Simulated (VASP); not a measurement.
A run of VASP 6.6.1 is set up as follows.

File INCAR:

```
SYSTEM = Cu2O
PREC = Accurate
ENCUT = 600
EDIFF = 1E-6
ISMEAR = 0
SIGMA = 0.02
LREAL = .False.
LASPH = .True.
NELM = 120
ALGO = Normal
ISIF = 2
LWAVE = .False.
LCHARG = .False.
GGA = PE
NBANDS = 37
GGA_COMPAT = .False.
```

The input KPOINTS:

```
Automatic mesh
0
Gamma
  8 8 8
  0 0 0
```

Contents of POSCAR:

```
Cu2O
1.0
    4.2982410474      0.0000000000      0.0000000000
    0.0000000000      4.2982410474      0.0000000000
    0.0000000000      0.0000000000      4.2982410474
Cu O
4 2
Direct
    0.2500000000      0.2500000000      0.2500000000
    0.2500000000      0.7500000000      0.7500000000
    0.7500000000      0.7500000000      0.2500000000
    0.7500000000      0.2500000000      0.7500000000
    0.0000000000      0.0000000000      0.0000000000
    0.5000000000      0.5000000000      0.5000000000
```

Potentials or basis: VASP PAW PBE potentials, release 64 (Cu, O).

Launch:

```console
$ cat potpaw_PBE.64/Cu/POTCAR potpaw_PBE.64/O/POTCAR > POTCAR
$ mpirun -np 1 vasp_std > vasp.out
```

(1) Estimate the pressure.

(2) Estimate the band gap on the k mesh.

## Answers

(1) 0.6 GPa.

(2) 0.48 eV.

**What was measured.**

From “Importance of surface oxygen vacancies for ultrafast hot carrier relaxation and transport in Cu2O”, 2021, arxiv:2103.03167, for a bulk crystal of Cu2O: band gap 2.17 eV (direct).

Against the measured gap of Cu2O, 2.17 eV (direct; quoted in “Importance of surface oxygen vacancies for ultrafast hot carrier relaxation and transport in Cu2O”, 2021, arxiv:2103.03167), the calculated 0.48 eV is off by -1.69 eV. So large a miss can be the level of theory's own, or it may mean another phase, state or a wrong row. The value is that of PBE on a finite k mesh, which can miss the band edges, without temperature or zero-point motion. Semilocal functionals fall short of measured gaps as a rule.
